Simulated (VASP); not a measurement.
A run of VASP 6.6.1 is set up as follows.

File INCAR:

```
SYSTEM = CoO
PREC = Accurate ; ENCUT = 520
EDIFF = 1E-6 ; ISMEAR = 0
SIGMA = 0.02 ; LREAL = .FALSE.
LASPH = .TRUE. ; NELM = 150
ALGO = Normal ; ISIF = 2
LWAVE = .FALSE. ; LCHARG = .FALSE.
ISPIN = 2 ; MAGMOM = 3 0
LORBIT = 11 ; LMAXMIX = 4
LDAU = .TRUE. ; LDAUTYPE = 2
LDAUL = 2 -1 ; LDAUU = 3.32 0
LDAUJ = 0 0 ; LDAUPRINT = 1
GGA = PE ; NBANDS = 18
```

The input KPOINTS:

```
regular mesh
0
G
  10 10 10
  0 0 0
```

Contents of POSCAR:

```
CoO
1.0
    2.6612513074      0.0000000000      0.0000000000
    0.0000000000      2.6612513074      0.0000000000
    0.0000000000      0.0000000000      2.6612513074
Co O
1 1
Direct
    0.0000000000      0.0000000000      0.0000000000
    0.5000000000      0.5000000000      0.5000000000
```

Potentials or basis: VASP PAW PBE potentials, release 64 (Co, O).

Run with:

```sh
$ cat potpaw_PBE.64/Co/POTCAR potpaw_PBE.64/O/POTCAR > POTCAR
$ mpirun -np 1 vasp_std > vasp.out
```

**Question.** Estimate the net moment.

**Answer.** 3.00 μB per cell.

**Question.** Estimate the site moments.

**Answer.** Co +2.69; O +0.26 μB.

Eigenvalues of the final occupation matrices:
| site | spin | trace | eigenvalues |
| --- | --- | --- | --- |
| site 1 d | 1 | 4.89 | 0.96 0.96 0.99 0.99 0.99 |
| site 1 d | 2 | 2.22 | 0.11 0.11 0.11 0.95 0.95 |

Caveat: the cell stands under tension; a cell with one magnetic atom can't hold antiferromagnetic order, which such compounds often take. The state reached can hang on the start; a lower one may exist.
